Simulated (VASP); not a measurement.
Here is a VASP 6.6.1 calculation.

INCAR

```
SYSTEM = SiO2
  PREC = Accurate
  ENCUT = 520
  EDIFF = 1E-7
  ISMEAR = 0
  SIGMA = 0.02
  LREAL = Auto
  LASPH = .True.
  NELM = 100
  ALGO = Normal
  ISIF = 2
  LWAVE = .False.
  LCHARG = .False.
  GGA = CA
  NBANDS = 53
```

File KPOINTS:

```
Automatic mesh
0
Gamma
  4 4 4
  0 0 0
```

File POSCAR:

```
SiO2
1.0
    6.7767297426      0.0000000000      0.0000000000
    0.0000000000      6.7767297426      0.0000000000
    0.0000000000      0.0000000000      6.2136019534
Si O
5 10
Direct
    0.2701398910      0.0000000000      0.1193353605
    0.0000000000      0.7298601090      0.8806646395
    0.0000000000      0.2701398910      0.8806646395
    0.7298601090      0.0000000000      0.1193353605
    0.0000000000      0.0000000000      0.5000000000
    0.1986831485      0.0000000000      0.3631486841
    0.0000000000      0.8013168515      0.6368513159
    0.0000000000      0.1986831485      0.6368513159
    0.8013168515      0.0000000000      0.3631486841
    0.1950960339      0.1950960339      0.0000000000
    0.1950960339      0.8049039661      0.0000000000
    0.8049039661      0.1950960339      0.0000000000
    0.8049039661      0.8049039661      0.0000000000
    0.5000000000      0.0000000000      0.1161890005
    0.0000000000      0.5000000000      0.8838109995
```

Potentials or basis: VASP PAW LDA potentials, release 64 (Si, O).

Command:

```sh
$ cat potpaw_LDA.64/Si/POTCAR potpaw_LDA.64/O/POTCAR > POTCAR
$ mpirun -np 1 vasp_std > vasp.out
```

Question: Predict the band gap on the k mesh.

Answer: 5.66 eV, indirect (least direct gap 5.72 eV).

Question: What does it give for the pressure?

Answer: 6.3 GPa.

Forces in eV/Å, atoms in the order of the input:
```
Si   0.098  0.000  0.018
Si   0.000 -0.098 -0.018
Si   0.000  0.098 -0.018
Si  -0.098  0.000  0.018
Si   0.000  0.000  0.000
O    0.018  0.000  0.022
O    0.000 -0.018 -0.022
O    0.000  0.018 -0.022
O   -0.018  0.000  0.022
O    0.017  0.017  0.000
O    0.017 -0.017  0.000
O   -0.017  0.017  0.000
O   -0.017 -0.017  0.000
O    0.000  0.000 -0.014
O    0.000  0.000  0.014
```

 A k mesh can miss the band edges.
